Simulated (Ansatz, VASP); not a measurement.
One calculation of Mg7VO8, two programs

```
V Mg O
1.0
     0.00000    4.21360    4.21360
     4.21360    0.00000    4.21360
     4.21360    4.21360    0.00000
V Mg O
1 7 8
Direct
  0.00000 0.00000 0.00000
  0.00000 0.00000 0.50000
  0.00000 0.50000 0.00000
  0.00000 0.50000 0.50000
  0.50000 0.00000 0.00000
  0.50000 0.00000 0.50000
  0.50000 0.50000 0.00000
  0.50000 0.50000 0.50000
  0.25000 0.25000 0.25000
  0.25354 0.25354 0.74646
  0.25354 0.74646 0.25354
  0.25354 0.74646 0.74646
  0.74646 0.25354 0.25354
  0.74646 0.25354 0.74646
  0.74646 0.74646 0.25354
  0.75000 0.75000 0.75000
```

Alike in both runs: task single point; functional PBEsol; k mesh 4 × 4 × 4; occupations gaussian, width 0.05 eV; collinear spin.

|  | VASP | Ansatz |
| --- | --- | --- |
| version | VASP 6.6.1 | Ansatz 0.2.0 |
| potentials or method | VASP PAW PBE potentials, release 64 (V_sv, Mg, O), cutoff 520 eV | scalar-relativistic, plane waves, PAW |
| valence electrons in the cell | 75 | 131 |

VASP gave:

| Quantity | Value |
| --- | --- |
| gap on the k mesh at the Fermi level (eV) | 0.73 |
| least direct gap on the mesh (eV) | 1.21 |
| pressure (GPa) | 0.6 |
| rms of the force components (eV/Å) | 0.034 |
| net moment per atom (μB) | 0.19 |
| size of the moment on the site where the two differ most (μB) | 2.54 |

What did Ansatz give for the same quantities?

gap on the k mesh at the Fermi level (eV): 0.10; least direct gap on the mesh (eV): 0.60; pressure (GPa): 0.7; rms of the force components (eV/Å): 0.054; net moment per atom (μB): 0.06; size of the moment on the site where the two differ most (μB): 0.72.

The net moments are unlike, so the other rows may belong to different states. VASP's potentials were made for PBE, not for PBEsol. Site moments also hang on the region over which each program counts them. Atom by atom the forces differ by 0.020 eV/Å (rms over components). VASP's potentials hold 75 valence electrons a cell and Ansatz's 131, so a difference there can come from the potentials and not from the codes. Ansatz's warnings: specified occupation not kept, symmetry narrowed by occupation matrices.
